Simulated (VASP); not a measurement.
Here is a VASP 6.6.1 calculation.

Contents of INCAR:

```
SYSTEM = BaO3
PREC = Accurate
ENCUT = 520
EDIFF = 1E-6
ISMEAR = 0
SIGMA = 0.1
LREAL = .FALSE.
LASPH = .TRUE.
NELM = 150
ALGO = Normal
ISIF = 2
LWAVE = .FALSE.
LCHARG = .FALSE.
ISPIN = 2
MAGMOM = 0 1.45 1.45 1.45
LORBIT = 11
GGA = PE
NBANDS = 26
```

File KPOINTS:

```
regular mesh
0
G
  12 12 12
  0 0 0
```

POSCAR

```
BaO3
1.0
    0.0000000000      3.1505786254      3.1505786254
    3.1505786254      0.0000000000      3.1505786254
    3.1505786254      3.1505786254      0.0000000000
Ba O
1 3
Direct
    0.5000000000      0.5000000000      0.5000000000
    0.2500000000      0.2500000000      0.2500000000
    0.7500000000      0.7500000000      0.7500000000
    0.0000000000      0.0000000000      0.0000000000
```

Potentials or basis: VASP PAW PBE potentials, release 64 (Ba_sv, O).

The run is started by

```console
$ cat potpaw_PBE.64/Ba_sv/POTCAR potpaw_PBE.64/O/POTCAR > POTCAR
$ mpirun -np 1 vasp_std > vasp.out
```

**Question.** Estimate the site moments.

**Answer.** Ba +0.02; O +1.02, +1.31 (each value once) μB.

**Question.** Estimate the net moment.

**Answer.** 4.00 μB per cell.

**Question.** What does it give for the pressure?

**Answer.** 1.1 GPa.
